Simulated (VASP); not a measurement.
Write the native input for VASP 6.6.1 that does the following.

| Property | Result |
| --- | --- |
| Task | single point |
| Functional | r2SCAN |
| Potentials or basis | VASP PAW PBE potentials, release 64 (Cd, Te) |
| Cutoff | 520 eV |
| k mesh | 8 × 8 × 8 |
| Occupations | gaussian, width 0.05 eV |
| Spin | no spin polarisation |
| Dipole correction | no |
| Further INCAR settings | ALGO = Normal; EDIFF = 1e-06; NBANDS = 16 |

The system is CdTe.

```xyz
2
Lattice="0.0000 3.2050 3.3733 3.2050 0.0000 3.3733 3.2050 3.2050 0.0000" Properties=species:S:1:pos:R:3 pbc="T T T"
Cd    0.0000    0.0000    0.0000
Te    4.8075    4.8075    5.0599
```

This cell differs from its parent crystal: strain +0.0525 x Voigt [0, 0, 1, 0, 0, 0].

These files were run (other wordings do the same):

POSCAR

```
CdTe
1.0
    0.0000000000      3.2050000000      3.3732625000
    3.2050000000      0.0000000000      3.3732625000
    3.2050000000      3.2050000000      0.0000000000
Cd Te
1 1
Direct
    0.0000000000      0.0000000000      0.0000000000
    0.7500000000      0.7500000000      0.7500000000
```

INCAR.step1

```
SYSTEM = CdTe
PREC     = Accurate       ! precision mode
ENCUT    = 520            ! plane-wave cutoff, eV
ISMEAR   = 0              ! smearing method
SIGMA    = 0.05           ! smearing width, eV
LREAL    = .FALSE.        ! projectors in reciprocal space
LASPH    = .TRUE.         ! aspherical terms in the spheres
NELM     = 60             ! most SCF steps
NBANDS   = 16             ! bands
GGA      = PE             ! functional
ALGO     = Normal         ! electronic algorithm
EDIFF    = 1E-4           ! SCF threshold, eV
LWAVE    = .TRUE.         ! write WAVECAR
LCHARG   = .FALSE.        ! write CHGCAR
```

INCAR.step2

```
SYSTEM = CdTe
PREC     = Accurate       ! precision mode
ENCUT    = 520            ! plane-wave cutoff, eV
EDIFF    = 1E-6           ! SCF threshold, eV
ISMEAR   = 0              ! smearing method
SIGMA    = 0.05           ! smearing width, eV
LREAL    = .FALSE.        ! projectors in reciprocal space
LASPH    = .TRUE.         ! aspherical terms in the spheres
NELM     = 60             ! most SCF steps
ALGO     = Normal         ! electronic algorithm
ISIF     = 2              ! what is computed and relaxed
LWAVE    = .FALSE.        ! write WAVECAR
LCHARG   = .FALSE.        ! write CHGCAR
METAGGA  = R2SCAN         ! meta-GGA
LMIXTAU  = .TRUE.       
NBANDS   = 16             ! bands
ISTART   = 1
```

KPOINTS

```
regular mesh
0
G
  8 8 8
  0 0 0
```

Potentials or basis: VASP PAW PBE potentials, release 64 (Cd, Te).

Launch:

```bash
$ cat potpaw_PBE.64/Cd/POTCAR potpaw_PBE.64/Te/POTCAR > POTCAR
$ cp INCAR.step1 INCAR
$ mpirun -np 1 vasp_std > vasp.out
$ cp INCAR.step2 INCAR
$ mpirun -np 1 vasp_std > vasp.out
```

It gave:

The pressure is 0.8 GPa. The band gap on the k mesh is 1.14 eV.

Caveat: the cell differs from its parent crystal (strain +0.0525 x Voigt [0, 0, 1, 0, 0, 0]); the PAW data sets were made with another functional, which shifts forces and pressure a little; spin-orbit coupling is left out, which moves the levels of the heavy elements.

Run time: 8 min on 1 thread of Intel Xeon 8259CL, with other jobs on the host, peak memory 0.26 GiB.
